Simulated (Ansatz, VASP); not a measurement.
**BN in VASP and in Ansatz**

```
CELL_PARAMETERS angstrom
2.50399 -0.02504 -0.02504
-1.27368 2.18104 -0.00917
-0.06661 -0.06661 6.66120
ATOMIC_POSITIONS crystal
B 0.33333 0.66667 0.25000
B 0.66667 0.33333 0.75000
N 0.33333 0.66667 0.75000
N 0.66667 0.33333 0.25000
```

Change from the starting cell: equal xy, yz and zx shear strains of -2 %, PAW files.

Alike in both runs: task electric field gradients; functional PBEsol; k mesh 11 × 11 × 4; occupations fermi-dirac, width 0.02 eV; no spin polarisation.

|  | VASP | Ansatz |
| --- | --- | --- |
| version | VASP 6.6.1 | Ansatz 0.2.0 |
| potentials or method | VASP PAW PBE potentials, release 64 (B, N) | PAW with Ansatz's default frozen-core files, scalar-relativistic |
| plane-wave cutoff (eV) | 520 | 420 |
| valence electrons in the cell | 16 | 16 |

|  | VASP | Ansatz | Ansatz less VASP |
| --- | --- | --- | --- |
| gap on the k mesh at the Fermi level (eV) | 4.16 | 4.17 | +0.010 |
| pressure (GPa) | 0.8 | 0.5 | -0.30 |
| traceless stress, the component that is largest in VASP (GPa) | 7.43 | 7.40 | -0.030 |
| rms of the force components (eV/Å) | 0.152 | 0.150 | -0.0012 |
| size of Vzz on the site where it differs most (V/Å²) | 34.6 | 27.9 | -6.72 |

VASP's potentials were made for PBE, not for PBEsol. Atom by atom the forces differ by 0.001 eV/Å (rms over components). With one functional, cell and mesh, what is left measures potentials, basis and numerics.
